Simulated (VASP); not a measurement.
# RbBaSi2 (P6/mmm) in VASP: notebook

The runs below take RbBaSi2 through single point, relaxation of cell and atoms, with PBE.

Program: VASP 6.6.1. These are calculated values, not measurements. Logs are shortened: lines on timing, memory, paths and dates and some standing lists are left out, and cuts for length are marked.

### Step 1. The cell of the first run

Symmetry: P6/mmm, No. 191, hexagonal system. The conventional cell has a = 5.324 Å, b = 5.324 Å, c = 7.633 Å, α = 90.00°, β = 90.00°, γ = 120.00°. Rb (site symmetry 6/mmm) has 2 Ba at 3.82 Å and 12 Si at 4.90 Å within 5.0 Å. Within 4.0 Å of Ba (site symmetry 6/mmm) lie 6 Si at 3.07 Å and 2 Rb at 3.82 Å. Within 4.0 Å of Si (site symmetry -6m2) lie 3 Ba at 3.07 Å and 3 Si at 3.07 Å.

The cell was generated, and may not be a known phase.

### Step 2. Single point, PBE

Input file INCAR:

```
SYSTEM = RbBaSi2
PREC     = Accurate       ! precision mode
ENCUT    = 520            ! plane-wave cutoff, eV
EDIFF    = 1E-7           ! SCF threshold, eV
ISMEAR   = 0              ! smearing method
SIGMA    = 0.1            ! smearing width, eV
LREAL    = .FALSE.        ! projectors in reciprocal space
LASPH    = .TRUE.         ! aspherical terms in the spheres
NELM     = 60             ! most SCF steps
ALGO     = Normal         ! electronic algorithm
ISIF     = 2              ! what is computed and relaxed
LWAVE    = .FALSE.        ! write WAVECAR
LCHARG   = .TRUE.         ! write CHGCAR
GGA      = PE             ! functional
LELF     = .TRUE.         ! ELF
LVHAR    = .TRUE.       
NBANDS   = 22             ! bands
```

Input file KPOINTS:

```
Automatic mesh
0
G
  12 12 6
  0 0 0
```

Input file POSCAR:

```
RbBaSi2
1.0
    5.3241067551      0.0000000000      0.0000000000
   -2.6620533775      4.6108117024      0.0000000000
    0.0000000000      0.0000000000      7.6331312128
Rb Ba Si
1 1 2
Direct
    0.0000000000      0.0000000000      0.0000000000
    0.0000000000      0.0000000000      0.5000000000
    0.3333333333      0.6666666667      0.5000000000
    0.6666666667      0.3333333333      0.5000000000
```

Potentials or basis: VASP PAW PBE potentials, release 64 (Rb_sv, Ba_sv, Si).

Launch:

```console
cat potpaw_PBE.64/Rb_sv/POTCAR potpaw_PBE.64/Ba_sv/POTCAR potpaw_PBE.64/Si/POTCAR > POTCAR
mpirun -np 1 vasp_std > vasp.out
```

OUTCAR:

```text
SYSTEM = RbBaSi2
   PREC = Accurate
   ENCUT = 520
   EDIFF = 1E-7
   ISMEAR = 0
   LREAL = .FALSE.
   LASPH = .TRUE.
   NELM = 60
   ISIF = 2
   GGA = PE

 ion  position               nearest neighbor table
   1  0.000  0.000  0.000-   2 3.82   2 3.82
   2  0.000  0.000  0.500-   3 3.07   4 3.07   3 3.07   4 3.07   4 3.07   3 3.07   1 3.82   1 3.82

   3  0.333  0.667  0.500-   2 3.07   4 3.07   4 3.07   2 3.07   2 3.07   4 3.07
   4  0.667  0.333  0.500-   2 3.07   3 3.07   3 3.07   2 3.07   2 3.07   3 3.07

  LATTYP: Found a hexagonal cell.
 ALAT       =     5.3241067551
 C/A-ratio  =     1.4336923664

  Lattice vectors:

 A1 = (   5.3241067551,   0.0000000000,   0.0000000000)
 A2 = (  -2.6620533775,   4.6108117024,   0.0000000000)
 A3 = (   0.0000000000,   0.0000000000,   7.6331312128)

Analysis of symmetry for initial positions (statically):
=====================================================================
 Subroutine PRICEL returns:
 Original cell was already a primitive cell.

 Routine SETGRP: Setting up the symmetry group for a
 hexagonal supercell.

 Subroutine GETGRP returns: Found 24 space group operations
 (whereof 24 operations were pure point group operations)
 out of a pool of 24 trial point group operations.

The static configuration has the point symmetry D_6h.

Analysis of symmetry for dynamics (positions and initial velocities):
=====================================================================
 Subroutine PRICEL returns:
 Original cell was already a primitive cell.

 Routine SETGRP: Setting up the symmetry group for a
 hexagonal supercell.

 Subroutine GETGRP returns: Found 24 space group operations
 (whereof 24 operations were pure point group operations)
 out of a pool of 24 trial point group operations.

The dynamic configuration has the point symmetry D_6h.

 Subroutine INISYM returns: Found 24 space group operations
 (whereof 24 operations are pure point group operations),
 and found     1 'primitive' translations

----------------------------------------------------------------------------------------

                                     Primitive cell

  volume of cell :     187.3816

  direct lattice vectors                    reciprocal lattice vectors
     5.324106755  0.000000000  0.000000000     0.187824934  0.108440776  0.000000000
    -2.662053377  4.610811702  0.000000000     0.000000000  0.216881552  0.000000000
     0.000000000  0.000000000  7.633131213     0.000000000  0.000000000  0.131007836

  length of vectors
     5.324106755  5.324106755  7.633131213     0.216881552  0.216881552  0.131007836

  position of ions in fractional coordinates (direct lattice)
     0.000000000  0.000000000  0.000000000
     0.000000000  0.000000000  0.500000000
     0.333333333  0.666666667  0.500000000
     0.666666667  0.333333333  0.500000000

  ion indices of the primitive-cell ions
   primitive index   ion index
                 1           1
                 2           2
                 3           3
                 4           4

----------------------------------------------------------------------------------------

 KPOINTS: Automatic mesh

Automatic generation of k-mesh.
 Grid dimensions read from file:
 generate k-points for:   12   12    6

 Generating k-lattice:

  Cartesian coordinates                     Fractional coordinates (reciprocal lattice)
     0.015652078  0.009036731  0.000000000     0.083333333  0.000000000  0.000000000
     0.000000000  0.018073463  0.000000000     0.000000000  0.083333333  0.000000000
     0.000000000  0.000000000  0.021834639     0.000000000  0.000000000  0.166666667

  Length of vectors
     0.018073463  0.018073463  0.021834639

  Shift w.r.t. Gamma in fractional coordinates (k-lattice)
     0.000000000  0.000000000  0.000000000

 Subroutine IBZKPT returns following result:
 ===========================================

 Found     76 irreducible k-points:

 Following reciprocal coordinates:
            Coordinates               Weight
  0.000000  0.000000  0.000000      1.000000
  0.083333  0.000000  0.000000      6.000000
  0.166667  0.000000  0.000000      6.000000
  0.250000  0.000000  0.000000      6.000000
  0.333333  0.000000  0.000000      6.000000
  0.416667  0.000000  0.000000      6.000000
[... 16 lines left out ...]
  0.250000  0.000000  0.166667     12.000000
  0.333333  0.000000  0.166667     12.000000
 [... further k-points ...]
   k-points           NKPTS =     76   k-points in BZ     NKDIM =     76   number of bands    NBANDS=     22
   number of dos      NEDOS =    301   number of ions     NIONS =      4
   total plane-waves  NPLWV =  96000
   dimension x,y,z NGX =    40 NGY =   40 NGZ =   60
   dimension x,y,z NGXF=    80 NGYF=   80 NGZF=  120
   ions per type =               1   1   2
   NGX,Y,Z   is equivalent  to a cutoff of  12.49, 12.49, 13.07 a.u.
   NGXF,Y,Z  is equivalent  to a cutoff of  24.98, 24.98, 26.14 a.u.
 SYSTEM =  RbBaSi2
   PREC   = accura    normal or accurate (medium, high low for compatibility)
   ISTART =      0    job   : 0-new  1-cont  2-samecut
   ICHARG =      2    charge: 1-file 2-atom 10-const
   ISPIN  =      1    spin polarized calculation?
   LNONCOLLINEAR =      F non collinear calculations
   LSORBIT =      F    spin-orbit coupling
   LASPH  =      T    aspherical Exc in radial PAW
   ENCUT  =  520.0 eV  38.22 Ry    6.18 a.u.   9.90  9.90 14.19*2*pi/ulx,y,z
   NELM   =     60;   NELMIN=  2; NELMDL= -5     # of ELM steps
   EDIFF  = 0.1E-06   stopping-criterion for ELM
   LREAL  =      F    real-space projection
   EDIFFG = 0.1E-05   stopping-criterion for IOM
   NSW    =      0    number of steps for IOM
   IBRION =     -1    ionic relax: 0-MD 1-quasi-New 2-CG
   NFREE  =      0    steps in history (QN), initial steepest desc. (CG)
   ISIF   =      2    stress and relaxation
   ISYM   =      2    0-nonsym 1-usesym 2-fastsym
   POTIM  = 0.5000    time-step for ionic-motion
   TEBEG  =    0.0;   TEEND  =   0.0 temperature during run
   PSTRESS=    0.0 pullay stress
   NELECT =      27.0000    total number of electrons
   NUPDOWN=      -1.0000    fix difference up-down
   EMIN   =  10.00;   EMAX   =-10.00  energy-range for DOS
   EFERMI =   0.00;   METHOD = LEGACY
   ISMEAR =     0;   SIGMA  =   0.10  broadening in eV -4-tet -1-fermi 0-gaus
   EFERMI_NEDOS =   21; number of points for ismear=-14 and -15
   IALGO  =     38    algorithm
   IMIX   =      4    mixing-type and parameters
     AMIX     =   0.40;   BMIX     =  1.00
     AMIX_MAG =   1.60;   BMIX_MAG =  1.00
  volume/ion in A,a.u.               =      46.85       316.13
  Fermi-wavevector in a.u.,A,eV,Ry     =   0.858263  1.621882 10.022264  0.736616
  Thomas-Fermi vector in A             =   1.975441
   LORBIT       =      0    0 simple, 1 ext, 2 COOP (PROOUT), +10 PAW based schemes
   GGA     = PE    functional components
   LHFCALC =     F    Hartree Fock is set to
   AEXX    =    0.0000 exact exchange contribution
   IVDW    =     0    specifies the selected vdW correction
   LEPSILON=     F    determine dielectric tensor
   LRPA    =     F    only Hartree local field effects (RPA)
 non-spin polarized calculation
 Gauss-broadening in eV      SIGMA  =   0.10
  energy-cutoff  :      520.00
  volume of cell :      187.38
 maximum number of plane-waves:      5070
 NGX is ok and might be reduce to    40
   NGX = 19   NGY = 19   NGZ = 29

 number of electron      26.9999999 magnetization

 Free energy of the ion-electron system (eV)
  ---------------------------------------------------
  ext. energy  EPLUGINS =         0.00000000
  ---------------------------------------------------
  free energy    TOTEN  =       -11.36855321 eV

  energy without entropy =      -11.35153141  energy(sigma->0) =      -11.36004231

 E-fermi :   1.6143     XC(G=0):  -6.9578

 val. band max:        1.6066823453   @ k =   0.4167   0.0000   0.1667
 cond. band min:       1.6213679915   @ k =   0.4167   0.1667   0.0000
 fundamental gap:      0.0146856463
 Fermi energy:         1.6142844424

 k-point     1 :       0.0000    0.0000    0.0000
  band No.  band energies     occupation
      1     -27.5892      2.00000
      2     -26.4805      2.00000
      3     -12.2043      2.00000
      4     -11.8673      2.00000
      5     -11.8673      2.00000
      6     -11.5927      2.00000
[... 14 lines left out ...]
     21       5.4550      0.00000
     22       5.4550      0.00000

 k-point     2 :       0.0833    0.0000    0.0000
  band No.  band energies     occupation
      1     -27.5891      2.00000
      2     -26.4801      2.00000
      3     -12.2033      2.00000
      4     -11.8891      2.00000
      5     -11.8707      2.00000
      6     -11.5954      2.00000
[... 14 lines left out ...]
     21       5.2985      0.00000
     22       5.5076      0.00000

 k-point     3 :       0.1667    0.0000    0.0000
  band No.  band energies     occupation
      1     -27.5889      2.00000
      2     -26.4789      2.00000
      3     -12.2006      2.00000
      4     -11.9470      2.00000
      5     -11.8799      2.00000
      6     -11.6026      2.00000
[... 14 lines left out ...]
     21       4.9463      0.00000
     22       5.6607      0.00000

 k-point     4 :       0.2500    0.0000    0.0000
  band No.  band energies     occupation
      1     -27.5887      2.00000
      2     -26.4774      2.00000
      3     -12.1969      2.00000
      4     -12.0222      2.00000
      5     -11.8925      2.00000
      6     -11.6121      2.00000
[... 14 lines left out ...]
     21       4.5459      0.00000
     22       5.9037      0.00000

 k-point     5 :       0.3333    0.0000    0.0000
  band No.  band energies     occupation
      1     -27.5884      2.00000
      2     -26.4758      2.00000
      3     -12.1931      2.00000
      4     -12.0932      2.00000
      5     -11.9050      2.00000
      6     -11.6214      2.00000
[... 417 lines left out ...]
 k-point    22 :       0.1667    0.0000    0.1667
  band No.  band energies     occupation
      1     -27.5887      2.00000
      2     -26.4792      2.00000
      3     -12.1574      2.00000
      4     -11.9455      2.00000
      5     -11.8782      2.00000
      6     -11.6044      2.00000
[... 14 lines left out ...]
     21       5.0173      0.00000
     22       5.5901      0.00000

 k-point    23 :       0.2500    0.0000    0.1667
  band No.  band energies     occupation
      1     -27.5885      2.00000
      2     -26.4776      2.00000
      3     -12.1538      2.00000
      4     -12.0208      2.00000
      5     -11.8908      2.00000
      6     -11.6138      2.00000
[... 14 lines left out ...]
     21       4.6593      0.00000
     22       5.6509      0.00000

 k-point    24 :       0.3333    0.0000    0.1667
  band No.  band energies     occupation
      1     -27.5882      2.00000
      2     -26.4761      2.00000
      3     -12.1501      2.00000
      4     -12.0919      2.00000
      5     -11.9033      2.00000
      6     -11.6229      2.00000
[... 14 lines left out ...]
     21       4.9620      0.00000
     22       5.5452      0.00000

 [... further k-points ...]
[... 5 lines left out ...]
  --------------------------------------------------------------------------------------
  -------------------------------------------------------------------------------------
  Total        0.5474660      0.5474660      0.0379520      0.0000000     -0.0000000     -0.0000000
  in kB        4.6810237      4.6810237      0.3245029      0.0000000     -0.0000000     -0.0000000
  external PRESSURE =       3.2288501 kB  Pullay stress =       0.0000000 kB

 VOLUME and BASIS-vectors are now :
 -----------------------------------------------------------------------------
  energy-cutoff  :      520.00
  volume of cell :      187.38
      direct lattice vectors                 reciprocal lattice vectors
     5.324106755  0.000000000  0.000000000     0.187824934  0.108440776  0.000000000
    -2.662053377  4.610811702  0.000000000     0.000000000  0.216881552  0.000000000
     0.000000000  0.000000000  7.633131213     0.000000000  0.000000000  0.131007836

 POSITION                                       TOTAL-FORCE (eV/Angst)
 -----------------------------------------------------------------------------------
      0.00000      0.00000      0.00000         0.000000      0.000000     -0.000000
      0.00000      0.00000      3.81657         0.000000      0.000000     -0.000000
     -0.00000      3.07387      3.81657         0.000000      0.000000      0.000000
      2.66205      1.53694      3.81657        -0.000000      0.000000     -0.000000
 -----------------------------------------------------------------------------------
    total drift:                                0.000000      0.000000      0.000000

  FREE ENERGIE OF THE ION-ELECTRON SYSTEM (eV)
  ---------------------------------------------------
  free  energy   TOTEN  =       -11.3685532077 eV

  energy  without entropy=      -11.3515314140  energy(sigma->0) =      -11.36004231
```

Wall time 5.5 min (1 thread of Oxide Virtual Turin-like, shared host); peak memory 0.48 GiB.

What came out:

```
Free energy            : -11.3686 eV
Pressure               : 0.3 GPa
Band gap on the k mesh : zero (an odd number of electrons rules out a gap without spin polarisation)
```

Levels at points of the mesh, in eV from the Fermi level:
| k point | band 9 | band 10 | band 11 | band 12 | band 13 | band 14 | band 15 | band 16 | band 17 | band 18 |
| --- | --- | --- | --- | --- | --- | --- | --- | --- | --- | --- |
| (0.00, 0.00, 0.00) | -8.43 | -4.58 | -2.85 | -2.85 | -1.62 | -0.77 | 1.83 | 1.87 | 2.07 | 2.07 |
| (0.50, 0.00, 0.00) | -6.82 | -6.55 | -1.66 | -1.42 | -1.09 | 0.05 | 0.50 | 0.64 | 1.45 | 1.68 |
| (0.00, 0.00, 0.50) | -8.43 | -4.58 | -2.85 | -2.85 | -2.07 | 1.03 | 1.16 | 1.77 | 2.41 | 2.41 |
| (0.50, 0.00, 0.50) | -6.82 | -6.55 | -1.67 | -1.43 | -1.06 | -0.32 | 0.64 | 1.70 | 2.02 | 2.27 |

Caveat: spin-orbit coupling is left out, which moves the levels of the heavy elements; an odd number of electrons without spin polarisation forces a metal; a magnetic or distorted state may lie lower.

### Step 3. Relaxation of cell and atoms, PBE

This run uses another cell than the first one, of 47.02 Å³/atom.

Input file INCAR:

```
PREC = Accurate
ENCUT = 600
EDIFF = 1E-6
ISMEAR = 0
SIGMA = 0.1
LREAL = False
LASPH = True
NELM = 100
ALGO = Normal
ISIF = 3
LWAVE = False
LCHARG = False
GGA = PE
IBRION = 2
NSW = 100
EDIFFG = -0.01
```

Input file KPOINTS:

```
regular mesh
0
Gamma
  12 12 6
```

Input file POSCAR:

```
RbBaSi2
1.0
    5.3345400586      0.0000000000      0.0000000000
   -2.6672700293      4.6198472082      0.0000000000
    0.0000000000      0.0000000000      7.6318079058
Rb Ba Si
1 1 2
Direct
    0.0000000000      0.0000000000      0.0000000000
    0.0000000000      0.0000000000      0.5000000000
    0.3333333333      0.6666666667      0.5000000000
    0.6666666667      0.3333333333      0.5000000000
```

Potentials or basis: VASP PAW PBE potentials, release 64 (Rb_sv, Ba_sv, Si).

Launch:

```console
cat potpaw_PBE.64/Rb_sv/POTCAR potpaw_PBE.64/Ba_sv/POTCAR potpaw_PBE.64/Si/POTCAR > POTCAR
mpirun -np 1 vasp_std > vasp.out
```

It took 17 min on 1 thread of Oxide Virtual Turin-like, shared host; peak memory 0.62 GiB.

Results (log left out):

| Item | Value |
| --- | --- |
| Free energy | -11.3730 eV |
| Relaxed volume | 47.79 Å³/atom |
| Relaxed cell | a = 5.365 Å, b = 5.365 Å, c = 7.671 Å, α = 90.00°, β = 90.00°, γ = 120.00° |
| Space group after relaxing (to 0.1 Å) | P6/mmm (No. 191) |
| Energy gained by relaxing | 0.6 meV/atom |
| Ionic steps | 5 |
| Pressure after relaxing | 0.0 GPa |
| Band gap on the k mesh | zero (an odd number of electrons rules out a gap without spin polarisation) |

Step by step:
```tsv
step	energy change (eV)	largest force (eV/Å)	pressure (GPa)	volume (Å³)
1	0.0000	0.0000	0.25	188.08
2	-0.0022	0.0000	0.05	190.05
3	-0.0022	0.0000	0.02	190.35
4	-0.0023	0.0000	0.01	190.56
5	-0.0024	0.0000	0.00	191.18
```

Final structure:
```cif
data_structure
_symmetry_space_group_name_H-M 'P 1'
_symmetry_Int_Tables_number 1
_cell_length_a 5.3646
_cell_length_b 5.3646
_cell_length_c 7.6707
_cell_angle_alpha 90.000
_cell_angle_beta 90.000
_cell_angle_gamma 120.000
_cell_volume 191.18
loop_
_atom_site_label
_atom_site_type_symbol
_atom_site_fract_x
_atom_site_fract_y
_atom_site_fract_z
_atom_site_occupancy
Rb1 Rb 0.00000 0.00000 0.00000 1
Ba1 Ba 0.00000 0.00000 0.50000 1
Si1 Si 0.33333 0.66667 0.50000 1
Si2 Si 0.66667 0.33333 0.50000 1
```

Levels at points of the mesh, in eV from the Fermi level:
```
           k point  band 11  band 12  band 13  band 14  band 15  band 16
(0.00, 0.00, 0.00)    -2.78    -2.78    -1.58    -0.75     1.79     1.87
(0.50, 0.00, 0.00)    -1.61    -1.42    -1.10     0.06     0.50     0.65
(0.00, 0.00, 0.50)    -2.78    -2.78    -2.03     1.03     1.16     1.73
(0.50, 0.00, 0.50)    -1.62    -1.42    -1.07    -0.30     0.65     1.71
```

Caveat: spin-orbit coupling is left out, which moves the levels of the heavy elements; an odd number of electrons without spin polarisation forces a metal; a magnetic or distorted state may lie lower.
